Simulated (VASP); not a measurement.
A run of VASP 6.6.1:

POSCAR

```
Si
1.0
   10.8655790000      0.0000000000      0.0000000000
    0.0000000000     10.8655790000      0.0000000000
    0.0000000000      0.0000000000     10.8655790000
Si
62
Direct
    0.0003210000      0.0001690000      0.0002440000
    0.9997910000      0.9997140000      0.4996530000
    0.9999990000      0.4996240000      0.9997490000
    0.0004470000      0.4997990000      0.4996220000
    0.4997350000      0.9997230000      0.9994960000
    0.4995520000      0.0005650000      0.4994310000
    0.4997040000      0.4998020000      0.0002500000
    0.1246070000      0.1245710000      0.1244120000
    0.1253090000      0.1249900000      0.6250000000
    0.1251840000      0.6252230000      0.1250610000
    0.1244190000      0.6250810000      0.6251670000
    0.6251430000      0.1248950000      0.1250420000
    0.6251830000      0.1242000000      0.6251240000
    0.6251070000      0.6249970000      0.1244230000
    0.2487990000      0.2487070000      0.9970090000
    0.2488160000      0.2488630000      0.4952480000
    0.2532600000      0.7492010000      0.9980350000
    0.2545230000      0.7440470000      0.5013100000
    0.7494570000      0.2528640000      0.9984370000
    0.7439290000      0.2543620000      0.5012720000
    0.7516480000      0.7517330000      0.0032400000
    0.7481910000      0.7489150000      0.5126810000
    0.3731400000      0.3732040000      0.1214580000
    0.3764730000      0.3764320000      0.6117290000
    0.3755020000      0.8717790000      0.1263640000
    0.3811070000      0.8702660000      0.6234980000
    0.8718220000      0.3755790000      0.1265450000
    0.8704690000      0.3806580000      0.6233750000
    0.8761600000      0.8760690000      0.1276620000
    0.8760140000      0.8761020000      0.6294360000
    0.2486310000      0.9970710000      0.2485200000
    0.2531190000      0.9982350000      0.7493170000
    0.2486790000      0.4951770000      0.2487040000
    0.2550860000      0.5012070000      0.7434350000
    0.7493390000      0.9981230000      0.2530440000
    0.7519190000      0.0032350000      0.7518550000
    0.7437970000      0.5012800000      0.2548750000
    0.7501840000      0.5105790000      0.7500670000
    0.3728800000      0.1216680000      0.3728640000
    0.3755960000      0.1266910000      0.8715780000
    0.3752980000      0.6131730000      0.3757010000
    0.3814650000      0.6237500000      0.8695010000
    0.8719000000      0.1264250000      0.3753580000
    0.8763080000      0.1276710000      0.8761620000
    0.8696540000      0.6237550000      0.3814780000
    0.8763140000      0.6297430000      0.8762890000
    0.9971800000      0.2486620000      0.2485210000
    0.9986190000      0.2528480000      0.7493620000
    0.9981170000      0.7491800000      0.2531630000
    0.0032890000      0.7518000000      0.7516330000
    0.4952280000      0.2486160000      0.2485020000
    0.5011750000      0.2548000000      0.7432830000
    0.5012450000      0.7438470000      0.2546800000
    0.5127590000      0.7489570000      0.7480430000
    0.1214990000      0.3730300000      0.3729780000
    0.1269120000      0.3756300000      0.8715450000
    0.1264240000      0.8718200000      0.3753410000
    0.1277680000      0.8760700000      0.8760930000
    0.6132250000      0.3751560000      0.3756350000
    0.6233830000      0.3805700000      0.8702470000
    0.6235250000      0.8700960000      0.3810560000
    0.6295100000      0.8760050000      0.8759010000
```

File INCAR.step1:

```
SYSTEM = Si
PREC = Accurate
ENCUT = 440
ISMEAR = -1
SIGMA = 0.05
LREAL = Auto
LASPH = .TRUE.
NELM = 120
NELECT = 246.0
ISYM = -1
NBANDS = 161
GGA = PE
ALGO = Normal
EDIFF = 1E-5
LWAVE = .TRUE.
LCHARG = .FALSE.
GGA_COMPAT = .FALSE.
```

The input INCAR.step2:

```
SYSTEM = Si
PREC = Accurate
ENCUT = 440
EDIFF = 1E-6
ISMEAR = -1
SIGMA = 0.05
LREAL = Auto
LASPH = .TRUE.
NELM = 120
ALGO = Normal
ISIF = 2
LWAVE = .FALSE.
LCHARG = .FALSE.
METAGGA = R2SCAN
LMIXTAU = .TRUE.
NELECT = 246.0
ISYM = -1
NBANDS = 161
ISTART = 1
GGA_COMPAT = .FALSE.
```

KPOINTS

```
explicit points
1
Reciprocal
  0.25000000   0.25000000   0.25000000 1
```

Potentials or basis: VASP PAW PBE potentials, release 64 (Si).

Launch:

```bash
$ cat potpaw_PBE.64/Si/POTCAR > POTCAR
$ cp INCAR.step1 INCAR
$ mpirun -np 1 vasp_std > vasp.out
$ cp INCAR.step2 INCAR
$ mpirun -np 1 vasp_std > vasp.out
```

Hardware: 1 thread of Intel(R) Xeon(R) Platinum 8259CL CPU @ 2.50GHz (Skylake/Cascade Lake), on a shared host.

Estimate the wall time of this run.

It took 19 min on 1 thread of Intel(R) Xeon(R) Platinum 8259CL CPU @ 2.50GHz (Skylake/Cascade Lake) (shared host), peak memory 1.1 GiB. Counts: k points 1.
